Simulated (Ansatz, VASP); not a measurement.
# Y3AlN4: VASP beside Ansatz

```xyz
8
Lattice="3.6996 0.0000 0.0000 -1.8498 3.2040 0.0000 0.0000 0.0000 10.9436" Properties=species:S:1:pos:R:3 pbc="T T T"
Al    0.0000    2.1360    0.0578
Y     0.0000    2.1360    5.3580
Y     1.8498    1.0680    2.4155
Y     1.8498    1.0680    8.3081
N     0.0000    2.1360    1.8934
N     0.0000    2.1360    7.6580
N     1.8498    1.0680    4.7287
N     1.8498    1.0680   10.6189
```

Alike in both runs: task single point; functional PBE; k mesh 12 × 12 × 2; occupations fermi-dirac, width 0.02 eV; no spin polarisation.

|  | VASP | Ansatz |
| --- | --- | --- |
| version | VASP 6.6.1 | Ansatz 0.2.0 |
| potentials or method | VASP PAW PBE potentials, release 64 (Al, Y_sv, N) | plane waves, PAW |
| plane-wave cutoff (eV) | 520 | 420 |
| valence electrons in the cell | 56 | 56 |

```csv
,VASP,Ansatz,Ansatz less VASP
gap on the k mesh at the Fermi level (eV),1.61,1.63,+0.011
pressure (GPa),1.2,1.3,+0.16
"traceless stress, the component that is largest in VASP (GPa)",0.16,0.12,-0.036
rms of the force components (eV/Å),0.070,0.067,-0.0031
```

Atom by atom the forces differ by 0.004 eV/Å (rms over components). With one functional, cell and mesh, what is left measures potentials, basis and numerics.
